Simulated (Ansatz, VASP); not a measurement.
## One calculation of Bi2Se3, two programs

```
Bi Se
1.0
     2.07150    1.19598    9.73624
    -2.07150    1.19598    9.73624
     0.00000   -2.39196    9.73624
Bi Se
2 3
Direct
  0.40080 0.40080 0.40080
  0.59920 0.59920 0.59920
  0.00000 0.00000 0.00000
  0.21170 0.21170 0.21170
  0.78830 0.78830 0.78830
```

Change from the starting cell: zz strain of +2 %.

Alike in both runs: task single point; functional PBE; k mesh 6 × 6 × 6; occupations fermi-dirac, width 0.03 eV; no spin polarisation.

|  | VASP | Ansatz |
| --- | --- | --- |
| version | VASP 6.6.1 | Ansatz 0.2.0 |
| potentials or method | VASP PAW PBE potentials, release 64 (Bi_d, Se), cutoff 520 eV | all-electron LAPW, scalar-relativistic |

VASP gave:

| Quantity | Value |
| --- | --- |
| pressure (GPa) | 1.3 |
| traceless stress, the component that is largest in VASP (GPa) | -0.48 |
| rms of the force components (eV/Å) | 0.054 |

What did Ansatz give for the same quantities?

Pressure (GPa): 1.3; traceless stress, the component that is largest in VASP (GPa): -0.49; rms of the force components (eV/Å): 0.051.

Atom by atom the forces differ by 0.005 eV/Å (rms over components). Ansatz ran all-electron here, and VASP with PAW potentials.

Neither program's run includes spin-orbit coupling.
